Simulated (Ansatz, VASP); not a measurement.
**Two plane-wave programs on NaCl**

The input POSCAR:

```
NaCl
1.0
    3.5021900000      0.0000000000      0.0000000000
    0.0000000000      3.5021900000      0.0000000000
    0.0000000000      0.0000000000      3.5021900000
Cl Na
1 1
Direct
    0.5000000000      0.5000000000      0.5000000000
    0.0000000000      0.0000000000      0.0000000000
```

INCAR.step1

```
SYSTEM = NaCl
ALGO = Normal
EDIFF = 1E-5
ENCUT = 520
GGA = PE
ISIF = 2
ISMEAR = -1
LASPH = .TRUE.
LCHARG = .FALSE.
LREAL = .FALSE.
LWAVE = .TRUE.
NBANDS = 14
NELM = 80
PREC = Accurate
SIGMA = 0.05
```

INCAR.step2

```
SYSTEM = NaCl
AEXX = 0.25
ALGO = Normal
EDIFF = 1E-7
ENCUT = 520
GGA = PS
ISIF = 2
ISMEAR = -1
ISTART = 1
LASPH = .TRUE.
LCHARG = .FALSE.
LHFCALC = .TRUE.
LREAL = .FALSE.
LWAVE = .FALSE.
NBANDS = 14
NELM = 80
PREC = Accurate
PRECFOCK = Normal
SIGMA = 0.05
```

KPOINTS

```
k-points
0
G
  4 4 4
  0 0 0
```

File input.yaml:

```yaml
crystal:
  lattice:
    - [3.50219, 0.0, 0.0]
    - [0.0, 3.50219, 0.0]
    - [0.0, 0.0, 3.50219]
  atoms:
    - { symbol: Cl, position: [0.5, 0.5, 0.5] }
    - { symbol: Na, position: [0.0, 0.0, 0.0] }
hamiltonian:
  xc: { exchange: pbesol, correlation: pbesol, exx: { coeff: 0.25 } }
  pseudopotentials: { kind: paw }
kpoints:
  mp_grid: { grid: [4, 4, 4] }
  band_path:
    path:
      - [[0.0, 0.0, 0.0], [0.0, 0.5, 0.0], [0.5, 0.5, 0.0], [0.0, 0.0, 0.0], [0.5, 0.5, 0.5], [0.0, 0.5, 0.0]]
      - [[0.5, 0.5, 0.0], [0.5, 0.5, 0.5]]
    npoints: 4
scf:
  occupations: { method: fermi_dirac, width: 0.05 }
  n_extra_bands: 6
output:
  forces: true
  stress: true
  eigenvalues: true
  fatbands: false
```

Alike in both runs: functional PBEsol-based global hybrid with a share of 0.25 of exact exchange; k mesh 4 × 4 × 4; occupations fermi-dirac, width 0.05 eV; no spin polarisation.

|  | VASP | Ansatz |
| --- | --- | --- |
| version | VASP 6.6.1 | Ansatz 0.2.0 |
| potentials or method | VASP PAW PBE potentials, release 64 (Cl, Na_pv) | Ansatz PAW |
| plane-wave cutoff (eV) | 520 | 420 |
| valence electrons in the cell | 14 | 16 |
| task | single point | band structure |

Ansatz gave:

| Quantity | Value |
| --- | --- |
| gap on the k mesh at the Fermi level (eV) | 5.90 |
| least direct gap on the mesh (eV) | 6.44 |
| pressure (GPa) | -1.4 |

What did VASP give for the same quantities?

gap on the k mesh at the Fermi level (eV): 5.91; least direct gap on the mesh (eV): 6.45; pressure (GPa): -1.5.

VASP's potentials were made for PBE, not for PBEsol-based global hybrid. VASP's potentials hold 14 valence electrons a cell and Ansatz's 16, so a difference there can come from the potentials and not from the codes.

The k mesh is coarse, so the values compare programs but aren't converged.
